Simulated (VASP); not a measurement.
Write the native input for VASP 6.6.1 that does the following.

* Task: single point
* Functional: PBE
* Potentials or basis: VASP PAW PBE potentials, release 64 (Ca_sv, Si, N)
* Cutoff: 520 eV
* k mesh: 6 × 6 × 4
* Occupations: gaussian, width 0.1 eV
* Spin: no spin polarisation
* Dipole correction: no
* Further INCAR settings: ALGO = Normal; EDIFF = 1e-06; NBANDS = 30

The structure of Ca3Si2N lies in POSCAR:

```
Ca3Si2N
1.0
    4.8078068558      0.0000000000      0.0000000000
   -2.4039034279      4.1636828736      0.0000000000
    0.0000000000      0.0000000000      6.4566043584
Ca Si N
3 2 1
Direct
    0.0000000000      0.0000000000      0.5000000000
    0.3333333333      0.6666666667      0.0000000000
    0.3333333333      0.6666666667      0.5000000000
    0.6666666667      0.3333333333      0.3124694125
    0.6666666667      0.3333333333      0.6875305875
    0.0000000000      0.0000000000      0.0000000000
```

The cell was generated, and may not be a known phase.

These files were run (other wordings do the same):

INCAR

```
PREC = Accurate
ENCUT = 520
EDIFF = 1E-6
ISMEAR = 0
SIGMA = 0.1
LREAL = False
LASPH = True
NELM = 100
ALGO = Normal
ISIF = 2
LWAVE = False
LCHARG = False
GGA = PE
NBANDS = 30
```

KPOINTS

```
regular mesh
0
Gamma
  6 6 4
```

Potentials or basis: VASP PAW PBE potentials, release 64 (Ca_sv, Si, N).

Command:

```console
$ cat potpaw_PBE.64/Ca_sv/POTCAR potpaw_PBE.64/Si/POTCAR potpaw_PBE.64/N/POTCAR > POTCAR
$ mpirun -np 1 vasp_std > vasp.out
```

It gave:

* Pressure: 0.1 GPa
* Largest force: 0.026 eV/Å
* Band gap on the k mesh: zero (an odd number of electrons rules out a gap without spin polarisation)

Run time: 38 s on 1 thread of Intel(R) Xeon(R) 6975P-C (Granite Rapids), with other jobs on the host, peak memory 0.27 GiB.
